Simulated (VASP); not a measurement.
# ScAl (P4mm) in VASP: single point with r2SCAN

Aim: the single point of ScAl with r2SCAN.

Program: VASP 6.6.1. These are calculated values, not measurements. Logs are shortened: lines on timing, memory, paths and dates and some standing lists are left out, and cuts for length are marked.

### Step 1. The cell of the first run

Symmetry: P4mm, No. 99, tetragonal system. The conventional cell has a = 3.370 Å, b = 3.370 Å, c = 3.370 Å, α = 90.00°, β = 90.00°, γ = 90.00°. Within 3.7 Å of Sc (site symmetry 4mm) lie 8 Al at 2.81 to 3.03 Å and 6 Sc at 3.37 Å. Al (site symmetry 4mm) has 8 Sc at 2.81 to 3.03 Å and 6 Al at 3.37 Å within 3.7 Å.

### Step 2. Single point, r2SCAN (all Al atoms moved +0.188 Å, as atom 2 along Cartesian [1 0 0])

POSCAR

```
ScAl
1.0
    3.3703489700      0.0000000000      0.0000000000
    0.0000000000      3.3703489700      0.0000000000
    0.0000000000      0.0000000000      3.3703489700
Sc Al
1 1
Direct
    0.5000000000      0.5000000000      0.5000000000
    0.0556322214      0.0000000000      0.0000000000
```

INCAR.step1

```
SYSTEM = ScAl
PREC = Accurate
ENCUT = 520
ISMEAR = 0
SIGMA = 0.15
LREAL = .FALSE.
LASPH = .TRUE.
NELM = 80
NBANDS = 14
GGA = PE
ALGO = Normal
EDIFF = 1E-4
LWAVE = .TRUE.
LCHARG = .FALSE.
```

INCAR.step2

```
SYSTEM = ScAl
PREC = Accurate
ENCUT = 520
EDIFF = 1E-7
ISMEAR = 0
SIGMA = 0.15
LREAL = .FALSE.
LASPH = .TRUE.
NELM = 80
ALGO = Normal
ISIF = 2
LWAVE = .FALSE.
LCHARG = .TRUE.
METAGGA = R2SCAN
LMIXTAU = .TRUE.
LELF = .TRUE.
LVHAR = .TRUE.
NBANDS = 14
ISTART = 1
```

KPOINTS

```
Automatic mesh
0
G
  14 14 14
  0 0 0
```

Potentials or basis: VASP PAW PBE potentials, release 64 (Sc_sv, Al).

Run with:

```sh
cat potpaw_PBE.64/Sc_sv/POTCAR potpaw_PBE.64/Al/POTCAR > POTCAR
cp INCAR.step1 INCAR
mpirun -np 1 vasp_std > vasp.out
cp INCAR.step2 INCAR
mpirun -np 1 vasp_std > vasp.out
```

OUTCAR:

```text
SYSTEM = ScAl
   PREC = Accurate
   ENCUT = 520
   EDIFF = 1E-7
   ISMEAR = 0
   LREAL = .FALSE.
   LASPH = .TRUE.
   NELM = 80
   ISIF = 2
   METAGGA = R2SCAN
   ISTART = 1

 ion  position               nearest neighbor table
   1  0.500  0.500  0.500-   2 2.81   2 2.81   2 2.81   2 2.81   2 3.03   2 3.03   2 3.03   2 3.03

   2  0.056  0.000  0.000-   1 2.81   1 2.81   1 2.81   1 2.81   1 3.03   1 3.03   1 3.03   1 3.03

  LATTYP: Found a simple cubic cell.
 ALAT       =     3.3703489700

  Lattice vectors:

 A1 = (   3.3703489700,   0.0000000000,   0.0000000000)
 A2 = (   0.0000000000,   3.3703489700,   0.0000000000)
 A3 = (   0.0000000000,   0.0000000000,   3.3703489700)

Analysis of symmetry for initial positions (statically):
=====================================================================
 Subroutine PRICEL returns:
 Original cell was already a primitive cell.

 Routine SETGRP: Setting up the symmetry group for a
 simple cubic supercell.

 Subroutine GETGRP returns: Found  8 space group operations
 (whereof  8 operations were pure point group operations)
 out of a pool of 48 trial point group operations.

The static configuration has the point symmetry C_4v.

Analysis of symmetry for dynamics (positions and initial velocities):
=====================================================================
 Subroutine PRICEL returns:
 Original cell was already a primitive cell.

 Routine SETGRP: Setting up the symmetry group for a
 simple cubic supercell.

 Subroutine GETGRP returns: Found  8 space group operations
 (whereof  8 operations were pure point group operations)
 out of a pool of 48 trial point group operations.

The dynamic configuration has the point symmetry C_4v.

 Subroutine INISYM returns: Found  8 space group operations
 (whereof  8 operations are pure point group operations),
 and found     1 'primitive' translations

----------------------------------------------------------------------------------------

                                     Primitive cell

  volume of cell :      38.2846

  direct lattice vectors                    reciprocal lattice vectors
     3.370348970  0.000000000  0.000000000     0.296705181  0.000000000  0.000000000
     0.000000000  3.370348970  0.000000000     0.000000000  0.296705181  0.000000000
     0.000000000  0.000000000  3.370348970     0.000000000  0.000000000  0.296705181

  length of vectors
     3.370348970  3.370348970  3.370348970     0.296705181  0.296705181  0.296705181

  position of ions in fractional coordinates (direct lattice)
     0.500000000  0.500000000  0.500000000
     0.055632221  0.000000000  0.000000000

  ion indices of the primitive-cell ions
   primitive index   ion index
                 1           1
                 2           2

----------------------------------------------------------------------------------------

 KPOINTS: Automatic mesh

Automatic generation of k-mesh.
 Grid dimensions read from file:
 generate k-points for:   14   14   14

 Generating k-lattice:

  Cartesian coordinates                     Fractional coordinates (reciprocal lattice)
     0.021193227  0.000000000  0.000000000     0.071428571  0.000000000  0.000000000
     0.000000000  0.021193227  0.000000000     0.000000000  0.071428571  0.000000000
     0.000000000  0.000000000  0.021193227     0.000000000  0.000000000  0.071428571

  Length of vectors
     0.021193227  0.021193227  0.021193227

  Shift w.r.t. Gamma in fractional coordinates (k-lattice)
     0.000000000  0.000000000  0.000000000

 Subroutine IBZKPT returns following result:
 ===========================================

 Found    288 irreducible k-points:

 Following reciprocal coordinates:
            Coordinates               Weight
  0.000000  0.000000  0.000000      1.000000
  0.071429  0.000000  0.000000      2.000000
  0.000000  0.071429  0.000000      4.000000
  0.142857  0.000000  0.000000      2.000000
  0.000000  0.142857  0.000000      4.000000
  0.214286  0.000000  0.000000      2.000000
[... 16 lines left out ...]
  0.071429  0.000000  0.214286      8.000000
  0.285714  0.071429  0.000000      8.000000
 [... further k-points ...]
   k-points           NKPTS =    288   k-points in BZ     NKDIM =    288   number of bands    NBANDS=     14
   number of dos      NEDOS =    301   number of ions     NIONS =      2
   total plane-waves  NPLWV =  21952
   dimension x,y,z NGX =    28 NGY =   28 NGZ =   28
   dimension x,y,z NGXF=    56 NGYF=   56 NGZF=   56
   ions per type =               1   1
   NGX,Y,Z   is equivalent  to a cutoff of  13.81, 13.81, 13.81 a.u.
   NGXF,Y,Z  is equivalent  to a cutoff of  27.62, 27.62, 27.62 a.u.
 SYSTEM =  ScAl
   PREC   = accura    normal or accurate (medium, high low for compatibility)
   ISTART =      1    job   : 0-new  1-cont  2-samecut
   ICHARG =      0    charge: 1-file 2-atom 10-const
   ISPIN  =      1    spin polarized calculation?
   LNONCOLLINEAR =      F non collinear calculations
   LSORBIT =      F    spin-orbit coupling
   LASPH  =      T    aspherical Exc in radial PAW
   ENCUT  =  520.0 eV  38.22 Ry    6.18 a.u.   6.27  6.27  6.27*2*pi/ulx,y,z
   NELM   =     80;   NELMIN=  2; NELMDL=  0     # of ELM steps
   EDIFF  = 0.1E-06   stopping-criterion for ELM
   LREAL  =      F    real-space projection
   EDIFFG = 0.1E-05   stopping-criterion for IOM
   NSW    =      0    number of steps for IOM
   IBRION =     -1    ionic relax: 0-MD 1-quasi-New 2-CG
   NFREE  =      0    steps in history (QN), initial steepest desc. (CG)
   ISIF   =      2    stress and relaxation
   ISYM   =      2    0-nonsym 1-usesym 2-fastsym
   POTIM  = 0.5000    time-step for ionic-motion
   TEBEG  =    0.0;   TEEND  =   0.0 temperature during run
   PSTRESS=    0.0 pullay stress
   NELECT =      14.0000    total number of electrons
   NUPDOWN=      -1.0000    fix difference up-down
   EMIN   =  10.00;   EMAX   =-10.00  energy-range for DOS
   EFERMI =   0.00;   METHOD = LEGACY
   ISMEAR =     0;   SIGMA  =   0.15  broadening in eV -4-tet -1-fermi 0-gaus
   EFERMI_NEDOS =   21; number of points for ismear=-14 and -15
   IALGO  =     38    algorithm
   IMIX   =      4    mixing-type and parameters
     AMIX     =   0.40;   BMIX     =  1.00
     AMIX_MAG =   1.60;   BMIX_MAG =  1.00
  volume/ion in A,a.u.               =      19.14       129.18
  Fermi-wavevector in a.u.,A,eV,Ry     =   1.170692  2.212287 18.647052  1.370520
  Thomas-Fermi vector in A             =   2.307147
   LORBIT       =      0    0 simple, 1 ext, 2 COOP (PROOUT), +10 PAW based schemes
   METAGGA = R2SCAN    functional components
   LHFCALC =     F    Hartree Fock is set to
   AEXX    =    0.0000 exact exchange contribution
   IVDW    =     0    specifies the selected vdW correction
   LEPSILON=     F    determine dielectric tensor
   LRPA    =     F    only Hartree local field effects (RPA)
 non-spin polarized calculation
 Gauss-broadening in eV      SIGMA  =   0.15
  energy-cutoff  :      520.00
  volume of cell :       38.28
 maximum number of plane-waves:      1064
 NGX is ok and might be reduce to    28
   NGX = 13   NGY = 13   NGZ = 13

 number of electron      14.0000002 magnetization

 Free energy of the ion-electron system (eV)
  ---------------------------------------------------
  ext. energy  EPLUGINS =         0.00000000
  ---------------------------------------------------
  free energy    TOTEN  =       -18.96916054 eV

  energy without entropy =      -18.96071629  energy(sigma->0) =      -18.96493842

 E-fermi :   6.1542     XC(G=0): -11.0209

 val. band max:        6.1468287190   @ k =   0.3571   0.0714   0.5000
 cond. band min:       6.1551821391   @ k =   0.0000   0.3571   0.0714
 fundamental gap:      0.0083534201
 Fermi energy:         6.1541838525

 k-point     1 :       0.0000    0.0000    0.0000
  band No.  band energies     occupation
      1     -45.4431      2.00000
      2     -23.0603      2.00000
      3     -23.0576      2.00000
      4     -23.0576      2.00000
      5      -2.8916      2.00000
      6       5.3972      2.00000
      7       5.4097      2.00000
      8       9.0299      0.00000
      9       9.0299      0.00000
     10       9.0739      0.00000
     11      10.1087      0.00000
     12      10.1087      0.00000
     13      10.1391      0.00000
     14      14.9709      0.00000

 k-point     2 :       0.0714    0.0000    0.0000
  band No.  band energies     occupation
      1     -45.4423      2.00000
      2     -23.0697      2.00000
      3     -23.0567      2.00000
      4     -23.0567      2.00000
      5      -2.8147      2.00000
      6       5.3112      2.00000
      7       5.4499      2.00000
      8       8.7708      0.00000
      9       8.7708      0.00000
     10       9.0852      0.00000
     11       9.9147      0.00000
     12      10.4179      0.00000
     13      10.4179      0.00000
     14      14.9466      0.00000

 k-point     3 :       0.0000    0.0714    0.0000
  band No.  band energies     occupation
      1     -45.4423      2.00000
      2     -23.0672      2.00000
      3     -23.0594      2.00000
      4     -23.0567      2.00000
      5      -2.8143      2.00000
      6       5.3214      2.00000
      7       5.4414      2.00000
      8       8.7472      0.00000
      9       8.7982      0.00000
     10       9.1038      0.00000
     11       9.7845      0.00000
     12      10.4235      0.00000
     13      10.5374      0.00000
     14      14.8545      0.00000

 k-point     4 :       0.1429    0.0000    0.0000
  band No.  band energies     occupation
      1     -45.4402      2.00000
      2     -23.0961      2.00000
      3     -23.0544      2.00000
      4     -23.0544      2.00000
      5      -2.5864      2.00000
      6       5.0048      2.00000
      7       5.5666      2.00000
      8       8.3228      0.00000
      9       8.3228      0.00000
     10       9.1171      0.00000
     11       9.5301      0.00000
     12      11.0194      0.00000
     13      11.0194      0.00000
     14      14.5754      0.00000

 k-point     5 :       0.0000    0.1429    0.0000
  band No.  band energies     occupation
      1     -45.4402      2.00000
      2     -23.0939      2.00000
      3     -23.0570      2.00000
      4     -23.0543      2.00000
      5      -2.5850      2.00000
      6       5.0165      2.00000
      7       5.5602      2.00000
      8       8.2889      0.00000
      9       8.3698      0.00000
     10       9.1368      0.00000
     11       9.4070      0.00000
[... 276 lines left out ...]
 k-point    22 :       0.0000    0.2143    0.0714
  band No.  band energies     occupation
      1     -45.4363      2.00000
      2     -23.1312      2.00000
      3     -23.0602      2.00000
      4     -23.0527      2.00000
      5      -2.1383      2.00000
      6       4.4683      2.00000
      7       5.6858      1.99999
      8       7.6417      0.00000
      9       7.9525      0.00000
     10       9.0418      0.00000
     11       9.4679      0.00000
     12      11.3975      0.00000
     13      12.0323      0.00000
     14      14.1089      0.00000

 k-point    23 :       0.0714    0.0000    0.2143
  band No.  band energies     occupation
      1     -45.4363      2.00000
      2     -23.1312      2.00000
      3     -23.0627      2.00000
      4     -23.0500      2.00000
      5      -2.1386      2.00000
      6       4.4685      2.00000
      7       5.6822      1.99999
      8       7.7299      0.00000
      9       7.8612      0.00000
     10       9.0613      0.00000
     11       9.4373      0.00000
     12      11.5103      0.00000
     13      11.9122      0.00000
     14      14.1553      0.00000

 k-point    24 :       0.2857    0.0714    0.0000
  band No.  band energies     occupation
      1     -45.4329      2.00000
      2     -23.1747      2.00000
      3     -23.0563      2.00000
      4     -23.0463      2.00000
      5      -1.6401      2.00000
      6       3.6362      2.00000
      7       5.9066      1.98040
      8       7.4001      0.00000
      9       7.5572      0.00000
     10       9.0971      0.00000
     11       9.5775      0.00000
     12      12.0611      0.00000
     13      12.6128      0.00000
     14      13.7005      0.00000

 [... further k-points ...]

------------------------ aborting loop because EDIFF is reached ----------------------------------------

  FORCE on cell =-STRESS in cart. coord.  units (eV):
  Direction    XX          YY          ZZ          XY          YZ          ZX
  --------------------------------------------------------------------------------------
  -------------------------------------------------------------------------------------
  Total        0.1672150      0.3210768      0.3210768      0.0000000      0.0000000     -0.0000000
  in kB        6.9977953     13.4367714     13.4367714      0.0000000      0.0000000     -0.0000000
  external PRESSURE =      11.2904460 kB  Pullay stress =       0.0000000 kB

 VOLUME and BASIS-vectors are now :
 -----------------------------------------------------------------------------
  energy-cutoff  :      520.00
  volume of cell :       38.28
      direct lattice vectors                 reciprocal lattice vectors
     3.370348970  0.000000000  0.000000000     0.296705181  0.000000000  0.000000000
     0.000000000  3.370348970  0.000000000     0.000000000  0.296705181  0.000000000
     0.000000000  0.000000000  3.370348970     0.000000000  0.000000000  0.296705181

 POSITION                                       TOTAL-FORCE (eV/Angst)
 -----------------------------------------------------------------------------------
      1.68517      1.68517      1.68517         1.005661      0.000000     -0.000000
      0.18750      0.00000      0.00000        -1.005661      0.000000      0.000000
 -----------------------------------------------------------------------------------
    total drift:                                0.000218      0.000000     -0.000000

  FREE ENERGIE OF THE ION-ELECTRON SYSTEM (eV)
  ---------------------------------------------------
  free  energy   TOTEN  =       -18.9691605433 eV

  energy  without entropy=      -18.9607162903  energy(sigma->0) =      -18.96493842
```

Run time: 5.5 min. Hardware: 1 thread of Intel Xeon 6975P-C (Granite Rapids), shared host; peak memory 0.29 GiB.

What came out:

```yaml
Free_energy: -18.9692 eV
Pressure: 1.1 GPa
Largest_force: 1.006 eV/Å
Band_gap_on_the_k_mesh: zero (band 7 reaches 6.50 eV, above the bottom of band 8 at 5.30 eV)
```

Forces on the atoms (eV/Å):
```
Sc   1.006  0.000  0.000
Al  -1.006  0.000  0.000
```

Stress tensor (GPa, compression positive):
```
0.70 0.00 0.00
0.00 1.34 0.00
0.00 0.00 1.34
```

Levels at points of the mesh, in eV from the Fermi level:
| k point | band 3 | band 4 | band 5 | band 6 | band 7 | band 8 | band 9 | band 10 | band 11 | band 12 |
| --- | --- | --- | --- | --- | --- | --- | --- | --- | --- | --- |
| (0.00, 0.00, 0.00) | -29.21 | -29.21 | -9.05 | -0.76 | -0.74 | 2.88 | 2.88 | 2.92 | 3.95 | 3.95 |
| (0.50, 0.00, 0.00) | -29.19 | -29.19 | -6.12 | -4.91 | 0.28 | 0.89 | 0.89 | 3.16 | 4.06 | 6.23 |
| (0.00, 0.50, 0.00) | -29.20 | -29.19 | -6.10 | -4.92 | 0.30 | 0.83 | 0.92 | 3.17 | 4.03 | 6.05 |
| (0.50, 0.50, 0.00) | -29.37 | -29.18 | -4.96 | -2.20 | -2.17 | -0.85 | 1.62 | 1.69 | 3.91 | 5.25 |
| (0.00, 0.50, 0.50) | -29.37 | -29.18 | -5.00 | -2.17 | -2.17 | -0.84 | 1.74 | 1.74 | 3.92 | 5.15 |
| (0.50, 0.50, 0.50) | -29.35 | -29.35 | -2.82 | -2.74 | -2.74 | -0.28 | 2.86 | 2.86 | 2.94 | 3.98 |

Caveat: the cell differs from its parent crystal (all Al atoms moved +0.188 Å, as atom 2 along Cartesian [1 0 0]); the PAW data sets were made with another functional, which shifts forces and pressure a little.
